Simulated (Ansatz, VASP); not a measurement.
MnSi15: VASP beside Ansatz

The input INCAR:

```
SYSTEM = MnSi15
PREC = Accurate
ENCUT = 520
EDIFF = 1E-7
ISMEAR = 0
SIGMA = 0.05
LREAL = Auto
LASPH = .TRUE.
NELM = 150
ALGO = Normal
ISIF = 2
LWAVE = .FALSE.
LCHARG = .FALSE.
LMAXMIX = 4
LDAU = .TRUE.
LDAUTYPE = 2
LDAUL = 2 -1
LDAUU = 3.5 0
LDAUJ = 0 0
LDAUPRINT = 1
GGA = PS
NBANDS = 50
```

Contents of KPOINTS:

```
Automatic mesh
0
G
  3 3 3
  0 0 0
```

POSCAR

```
MnSi15
1.0
    0.0000000000      5.4370000000      5.4370000000
    5.4370000000      0.0000000000      5.4370000000
    5.4370000000      5.4370000000      0.0000000000
Mn Si
1 15
Direct
    0.0000000000      1.0000000000      1.0000000000
    0.9996156210      0.9996156210      0.5003843790
    0.9996156210      0.5003843790      0.9996156210
    0.9996156210      0.5003843790      0.5003843790
    0.5003843790      0.9996156210      0.9996156210
    0.5003843790      0.9996156210      0.5003843790
    0.5003843790      0.5003843790      0.9996156210
    0.5000000000      0.5000000000      0.5000000000
    0.1288894793      0.1288894793      0.1288894793
    0.1288894793      0.1288894793      0.6133315620
    0.1288894793      0.6133315620      0.1288894793
    0.1256551594      0.6247816135      0.6247816135
    0.6133315620      0.1288894793      0.1288894793
    0.6247816135      0.1256551594      0.6247816135
    0.6247816135      0.6247816135      0.1256551594
    0.6247816135      0.6247816135      0.6247816135
```

Input for Ansatz:

```yaml
crystal:
  lattice:
    - [0.0, 5.437, 5.437]
    - [5.437, 0.0, 5.437]
    - [5.437, 5.437, 0.0]
  atoms:
    - { symbol: Mn, position: [0.0, 1.0, 1.0] }
    - { symbol: Si, position: [0.999615621, 0.999615621, 0.500384379] }
    - { symbol: Si, position: [0.999615621, 0.500384379, 0.999615621] }
    - { symbol: Si, position: [0.999615621, 0.500384379, 0.500384379] }
    - { symbol: Si, position: [0.500384379, 0.999615621, 0.999615621] }
    - { symbol: Si, position: [0.500384379, 0.999615621, 0.500384379] }
    - { symbol: Si, position: [0.500384379, 0.500384379, 0.999615621] }
    - { symbol: Si, position: [0.5, 0.5, 0.5] }
    - { symbol: Si, position: [0.1288894793, 0.1288894793, 0.1288894793] }
    - { symbol: Si, position: [0.1288894793, 0.1288894793, 0.613331562] }
    - { symbol: Si, position: [0.1288894793, 0.613331562, 0.1288894793] }
    - { symbol: Si, position: [0.1256551594, 0.6247816135, 0.6247816135] }
    - { symbol: Si, position: [0.613331562, 0.1288894793, 0.1288894793] }
    - { symbol: Si, position: [0.6247816135, 0.1256551594, 0.6247816135] }
    - { symbol: Si, position: [0.6247816135, 0.6247816135, 0.1256551594] }
    - { symbol: Si, position: [0.6247816135, 0.6247816135, 0.6247816135] }
basis:
  ecutwfc: 420
  ecutrho_ratio: 4
kpoints:
  mp_grid: { grid: [3, 3, 3] }
hamiltonian:
  xc: pbesol
  hubbard: { sites: [{ site: 0, l: d, u_eff: 3.5 }] }
scf:
  occupations: { method: gaussian, width: 0.05 }
  lower_state_search: "off"
  max_iter: 150
output:
  forces: true
  stress: true
  eigenvalues: true
  populations: true
  hubbard: { sites: [{ site: 0, l: d }] }
```

Alike in both runs: task single point; functional PBEsol; k mesh 3 × 3 × 3; occupations gaussian, width 0.05 eV; no spin polarisation; Hubbard terms Mn d U = 3.5 eV.

```csv
,VASP,Ansatz
version,VASP 6.6.1,Ansatz 0.2.0
potentials or method,"VASP PAW PBE potentials, release 64 (Mn_pv, Si), cutoff 520 eV","scalar-relativistic, plane waves, PAW"
valence electrons in the cell,73,75
```

VASP gave:

```
gap on the k mesh at the Fermi level (eV) : none
pressure (GPa)                            : -0.9
rms of the force components (eV/Å)        : 0.428
```

Task: Which values does Ansatz return?

Result: gap on the k mesh at the Fermi level (eV): none; pressure (GPa): -0.4; rms of the force components (eV/Å): 0.333.

VASP's potentials were made for PBE, not for PBEsol. The programs project onto different local orbitals, so the same U acts differently, and such runs can settle in different states. Atom by atom the forces differ by 0.106 eV/Å (rms over components). A gap of «none» marks a metal or a gap that the smearing closes. VASP's potentials hold 73 valence electrons a cell and Ansatz's 75, so a difference there can come from the potentials and not from the codes. Ansatz's warnings: filled band counts differ across k points.
